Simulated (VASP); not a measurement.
# Cu2Te2Pb (Immm) in VASP: single point with PBEsol

Aim: the single point of Cu2Te2Pb with PBEsol.

All numbers are computed with VASP 6.6.1; they aren't measurements. Logs are shortened: lines on timing, memory, paths and dates and some standing lists are left out, and cuts for length are marked.

## (1) The cell of the first run

The structure is orthorhombic, space group Immm (No. 71). Conventional cell: a = 3.659 Å, b = 6.681 Å, c = 9.265 Å, α = 90.00°, β = 90.00°, γ = 90.00°. Cu (site symmetry m2m) has 1 Cu at 2.36 Å and 4 Te at 2.73 Å and 2 Pb at 2.83 Å within 3.1 Å. Within 3.8 Å of Te (site symmetry mm2) lie 6 Cu at 2.73 to 3.68 Å and 3 Te at 3.29 to 3.66 Å and 4 Pb at 3.50 to 3.72 Å. Within 3.8 Å of Pb (site symmetry mmm) lie 4 Cu at 2.83 Å and 8 Te at 3.50 to 3.72 Å and 2 Pb at 3.66 Å.

## (2) Single point, PBEsol

The input, INCAR:

```
SYSTEM = Cu2Te2Pb
ALGO = Normal
EDIFF = 1E-6
ENCUT = 600
GGA = PS
GGA_COMPAT = .False.
ISIF = 2
ISMEAR = -1
LASPH = .True.
LCHARG = .False.
LREAL = .False.
LWAVE = .False.
NBANDS = 32
NELM = 120
PREC = Accurate
SIGMA = 0.03
```

The input, KPOINTS:

```
k-points
0
Gamma
  6 6 6
  0 0 0
```

The input, POSCAR:

```
Cu2Te2Pb
1.0
   -1.8297108983      4.6323256386      3.3407381617
    1.8297108983     -4.6323256386      3.3407381617
    1.8297108983      4.6323256386     -3.3407381617
Cu Te Pb
2 2 1
Direct
    0.3231033381      0.8231033381      0.5000000000
    0.6768966619      0.1768966619      0.5000000000
    0.6777534527      0.5000000000      0.1777534527
    0.3222465473      0.5000000000      0.8222465473
    0.0000000000      0.0000000000      0.0000000000
```

Potentials or basis: VASP PAW PBE potentials, release 64 (Cu, Te, Pb_d).

Run with:

```bash
> cat potpaw_PBE.64/Cu/POTCAR potpaw_PBE.64/Te/POTCAR potpaw_PBE.64/Pb_d/POTCAR > POTCAR
> mpirun -np 1 vasp_std > vasp.out
```

OUTCAR:

```text
SYSTEM = Cu2Te2Pb
   EDIFF = 1E-6
   ENCUT = 600
   GGA = PS
   ISIF = 2
   ISMEAR = -1
   LASPH = .True.
   LREAL = .False.
   NELM = 120
   PREC = Accurate

 ion  position               nearest neighbor table
   1  0.323  0.823  0.500-   2 2.36   4 2.73   3 2.73   3 2.73   4 2.73   5 2.83   5 2.83
   2  0.677  0.177  0.500-   1 2.36   3 2.73   4 2.73   4 2.73   3 2.73   5 2.83   5 2.83
   3  0.678  0.500  0.178-   2 2.73   1 2.73   1 2.73   2 2.73   4 3.29   5 3.50   5 3.50   5 3.72
                             5 3.72
   4  0.322  0.500  0.822-   1 2.73   2 2.73   2 2.73   1 2.73   3 3.29   5 3.50   5 3.50   5 3.72
                             5 3.72
   5  0.000  0.000  0.000-   1 2.83   2 2.83   1 2.83   2 2.83   4 3.50   3 3.50   4 3.50   3 3.50
                             3 3.72   4 3.72   4 3.72   3 3.72

  LATTYP: Found a body centered orthorhombic cell.
 ALAT       =     3.6594217966
 B/A-ratio  =     1.8258284217
 C/A-ratio  =     2.5317254452

  Lattice vectors:

 A1 = (   1.8297108983,  -4.6323256386,  -3.3407381617)
 A2 = (  -1.8297108983,  -4.6323256386,   3.3407381617)
 A3 = (  -1.8297108983,   4.6323256386,  -3.3407381617)

Analysis of symmetry for initial positions (statically):
=====================================================================
 Subroutine PRICEL returns:
 Original cell was already a primitive cell.

 Routine SETGRP: Setting up the symmetry group for a
 body centered orthorhombic supercell.

 Subroutine GETGRP returns: Found  8 space group operations
 (whereof  8 operations were pure point group operations)
 out of a pool of  8 trial point group operations.

The static configuration has the point symmetry D_2h.

Analysis of symmetry for dynamics (positions and initial velocities):
=====================================================================
 Subroutine PRICEL returns:
 Original cell was already a primitive cell.

 Routine SETGRP: Setting up the symmetry group for a
 body centered orthorhombic supercell.

 Subroutine GETGRP returns: Found  8 space group operations
 (whereof  8 operations were pure point group operations)
 out of a pool of  8 trial point group operations.

The dynamic configuration has the point symmetry D_2h.

 Subroutine INISYM returns: Found  8 space group operations
 (whereof  8 operations are pure point group operations),
 and found     1 'primitive' translations

----------------------------------------------------------------------------------------

                                     Primitive cell

  volume of cell :     113.2619

  direct lattice vectors                    reciprocal lattice vectors
    -1.829710898  4.632325639  3.340738162     0.000000000  0.107937144  0.149667521
     1.829710898 -4.632325639  3.340738162     0.273267214  0.000000000  0.149667521
     1.829710898  4.632325639 -3.340738162     0.273267214  0.107937144  0.000000000

  length of vectors
     5.997233884  5.997233884  5.997233884     0.184528572  0.311569153  0.293811840

  position of ions in fractional coordinates (direct lattice)
     0.323103338  0.823103338  0.500000000
     0.676896662  0.176896662  0.500000000
     0.677753453  0.500000000  0.177753453
     0.322246547  0.500000000  0.822246547
     0.000000000  0.000000000  0.000000000

  ion indices of the primitive-cell ions
   primitive index   ion index
                 1           1
                 2           2
                 3           3
                 4           4
                 5           5

----------------------------------------------------------------------------------------

 KPOINTS: k-points

Automatic generation of k-mesh.
 Grid dimensions read from file:
 generate k-points for:    6    6    6

 Generating k-lattice:

  Cartesian coordinates                     Fractional coordinates (reciprocal lattice)
     0.000000000  0.017989524  0.024944587     0.166666667  0.000000000 -0.000000000
     0.045544536  0.000000000  0.024944587     0.000000000  0.166666667 -0.000000000
     0.045544536  0.017989524  0.000000000     0.000000000  0.000000000  0.166666667

  Length of vectors
     0.030754762  0.051928192  0.048968640

  Shift w.r.t. Gamma in fractional coordinates (k-lattice)
     0.000000000  0.000000000  0.000000000

 Subroutine IBZKPT returns following result:
 ===========================================

 Found     46 irreducible k-points:

 Following reciprocal coordinates:
            Coordinates               Weight
  0.000000  0.000000  0.000000      1.000000
  0.166667  0.000000 -0.000000      4.000000
  0.333333 -0.000000  0.000000      4.000000
  0.500000 -0.000000  0.000000      2.000000
  0.000000  0.166667 -0.000000      4.000000
  0.166667  0.166667 -0.000000      8.000000
[... 16 lines left out ...]
 -0.166667  0.166667  0.166667      2.000000
  0.166667  0.333333  0.166667      4.000000
 [... further k-points ...]
   k-points           NKPTS =     46   k-points in BZ     NKDIM =     46   number of bands    NBANDS=     32
   number of dos      NEDOS =    301   number of ions     NIONS =      5
   total plane-waves  NPLWV = 110592
   dimension x,y,z NGX =    48 NGY =   48 NGZ =   48
   dimension x,y,z NGXF=    96 NGYF=   96 NGZF=   96
   ions per type =               2   2   1
   NGX,Y,Z   is equivalent  to a cutoff of  13.31, 13.31, 13.31 a.u.
   NGXF,Y,Z  is equivalent  to a cutoff of  26.61, 26.61, 26.61 a.u.
 SYSTEM =  Cu2Te2Pb
   PREC   = accura    normal or accurate (medium, high low for compatibility)
   ISTART =      0    job   : 0-new  1-cont  2-samecut
   ICHARG =      2    charge: 1-file 2-atom 10-const
   ISPIN  =      1    spin polarized calculation?
   LNONCOLLINEAR =      F non collinear calculations
   LSORBIT =      F    spin-orbit coupling
   LASPH  =      T    aspherical Exc in radial PAW
   ENCUT  =  600.0 eV  44.10 Ry    6.64 a.u.  11.98 11.98 11.98*2*pi/ulx,y,z
   NELM   =    120;   NELMIN=  2; NELMDL= -5     # of ELM steps
   EDIFF  = 0.1E-05   stopping-criterion for ELM
   LREAL  =      F    real-space projection
   EDIFFG = 0.1E-04   stopping-criterion for IOM
   NSW    =      0    number of steps for IOM
   IBRION =     -1    ionic relax: 0-MD 1-quasi-New 2-CG
   NFREE  =      0    steps in history (QN), initial steepest desc. (CG)
   ISIF   =      2    stress and relaxation
   ISYM   =      2    0-nonsym 1-usesym 2-fastsym
   POTIM  = 0.5000    time-step for ionic-motion
   TEBEG  =    0.0;   TEEND  =   0.0 temperature during run
   PSTRESS=    0.0 pullay stress
   NELECT =      48.0000    total number of electrons
   NUPDOWN=      -1.0000    fix difference up-down
   EMIN   =  10.00;   EMAX   =-10.00  energy-range for DOS
   EFERMI =   0.00;   METHOD = LEGACY
   ISMEAR =    -1;   SIGMA  =   0.03  broadening in eV -4-tet -1-fermi 0-gaus
   EFERMI_NEDOS =   21; number of points for ismear=-14 and -15
   IALGO  =     38    algorithm
   IMIX   =      4    mixing-type and parameters
     AMIX     =   0.40;   BMIX     =  1.00
     AMIX_MAG =   1.60;   BMIX_MAG =  1.00
  volume/ion in A,a.u.               =      22.65       152.87
  Fermi-wavevector in a.u.,A,eV,Ry     =   1.229685  2.323768 20.573716  1.512125
  Thomas-Fermi vector in A             =   2.364563
   LORBIT       =      0    0 simple, 1 ext, 2 COOP (PROOUT), +10 PAW based schemes
   GGA     = PS    functional components
   LHFCALC =     F    Hartree Fock is set to
   AEXX    =    0.0000 exact exchange contribution
   IVDW    =     0    specifies the selected vdW correction
   LEPSILON=     F    determine dielectric tensor
   LRPA    =     F    only Hartree local field effects (RPA)
 non-spin polarized calculation
  energy-cutoff  :      600.00
  volume of cell :      113.26
 maximum number of plane-waves:      3804
   NGX = 23   NGY = 23   NGZ = 23

 number of electron      47.9999986 magnetization

 Free energy of the ion-electron system (eV)
  ---------------------------------------------------
  ext. energy  EPLUGINS =         0.00000000
  ---------------------------------------------------
  free energy    TOTEN  =       -18.82577012 eV

  energy without entropy =      -18.81949739  energy(sigma->0) =      -18.82263375

 E-fermi :   7.3201     XC(G=0): -10.6456

 val. band max:        7.3161996062   @ k =  -0.3333   0.3333   0.3333
 cond. band min:       7.3206397255   @ k =  -0.1667   0.1667   0.1667
 fundamental gap:      0.0044401193
 Fermi energy:         7.3201375743

 k-point     1 :       0.0000    0.0000    0.0000
  band No.  band energies     occupation
      1      -9.7172      2.00000
      2      -9.6451      2.00000
      3      -9.6326      2.00000
      4      -9.6078      2.00000
      5      -9.5974      2.00000
      6      -5.8406      2.00000
[... 24 lines left out ...]
     31      13.7920      0.00000
     32      13.7922      0.00000

 k-point     2 :       0.1667    0.0000   -0.0000
  band No.  band energies     occupation
      1      -9.7172      2.00000
      2      -9.6452      2.00000
      3      -9.6324      2.00000
      4      -9.6078      2.00000
      5      -9.5973      2.00000
      6      -5.7479      2.00000
[... 24 lines left out ...]
     31      14.1218      0.00000
     32      14.1786      0.00000

 k-point     3 :       0.3333   -0.0000    0.0000
  band No.  band energies     occupation
      1      -9.7171      2.00000
      2      -9.6454      2.00000
      3      -9.6320      2.00000
      4      -9.6078      2.00000
      5      -9.5971      2.00000
      6      -5.5089      2.00000
[... 24 lines left out ...]
     31      13.5927      0.00000
     32      14.5631      0.00000

 k-point     4 :       0.5000   -0.0000    0.0000
  band No.  band energies     occupation
      1      -9.7170      2.00000
      2      -9.6455      2.00000
      3      -9.6318      2.00000
      4      -9.6078      2.00000
      5      -9.5970      2.00000
      6      -5.3332      2.00000
[... 654 lines left out ...]
     31      12.1013      0.00000
     32      13.6411      0.00000

 k-point    23 :      -0.1667    0.1667    0.1667
  band No.  band energies     occupation
      1      -9.6693      2.00000
      2      -9.6642      2.00000
      3      -9.6513      2.00000
      4      -9.6258      2.00000
      5      -9.5455      2.00000
      6      -4.9385      2.00000
[... 24 lines left out ...]
     31      13.5488      0.00000
     32      14.9937      0.00000

 k-point    24 :       0.1667    0.3333    0.1667
  band No.  band energies     occupation
      1      -9.6838      2.00000
      2      -9.6692      2.00000
      3      -9.6641      2.00000
      4      -9.6239      2.00000
      5      -9.4997      2.00000
      6      -4.2391      2.00000
[... 24 lines left out ...]
     31      11.6926      0.00000
     32      13.0454      0.00000

 [... further k-points ...]
[... 5 lines left out ...]
  --------------------------------------------------------------------------------------
  -------------------------------------------------------------------------------------
  Total       -0.0760839     -0.1718853     -0.1113139      0.0000000      0.0000000      0.0000000
  in kB       -1.0762658     -2.4314493     -1.5746211      0.0000000      0.0000000      0.0000000
  external PRESSURE =      -1.6941121 kB  Pullay stress =       0.0000000 kB

 VOLUME and BASIS-vectors are now :
 -----------------------------------------------------------------------------
  energy-cutoff  :      600.00
  volume of cell :      113.26
      direct lattice vectors                 reciprocal lattice vectors
    -1.829710898  4.632325639  3.340738162     0.000000000  0.107937144  0.149667521
     1.829710898 -4.632325639  3.340738162     0.273267214  0.000000000  0.149667521
     1.829710898  4.632325639 -3.340738162     0.273267214  0.107937144  0.000000000

 POSITION                                       TOTAL-FORCE (eV/Angst)
 -----------------------------------------------------------------------------------
      1.82971      0.00000      2.15881        -0.000000     -0.000000     -0.024709
      0.00000      4.63233      1.18193         0.000000     -0.000000      0.024709
      0.00000      1.64682      3.34074        -0.000000      0.019918      0.000000
      1.82971      2.98550      0.00000        -0.000000     -0.019918      0.000000
      0.00000      0.00000      0.00000        -0.000000      0.000000      0.000000
 -----------------------------------------------------------------------------------
    total drift:                               -0.000000      0.000000      0.000000

  FREE ENERGIE OF THE ION-ELECTRON SYSTEM (eV)
  ---------------------------------------------------
  free  energy   TOTEN  =       -18.8257701195 eV

  energy  without entropy=      -18.8194973854  energy(sigma->0) =      -18.82263375
```

Run time: 8 min. Hardware: 1 thread of Intel Xeon 8259CL, shared host; peak memory 0.45 GiB.

What came out:

| Property | Result |
| --- | --- |
| Free energy | -18.8258 eV |
| Pressure | -0.2 GPa |
| Largest force | 0.025 eV/Å |
| Band gap on the k mesh | zero (bands 24 and 25 overlap by 1.98 eV) |

Forces on the atoms (eV/Å):
```
Cu   0.000  0.000 -0.025
Cu   0.000  0.000  0.025
Te   0.000  0.020  0.000
Te   0.000 -0.020  0.000
Pb   0.000  0.000  0.000
```

Caveat: the PAW data sets were made with another functional, which shifts forces and pressure a little; spin-orbit coupling is left out, which moves the levels of the heavy elements.
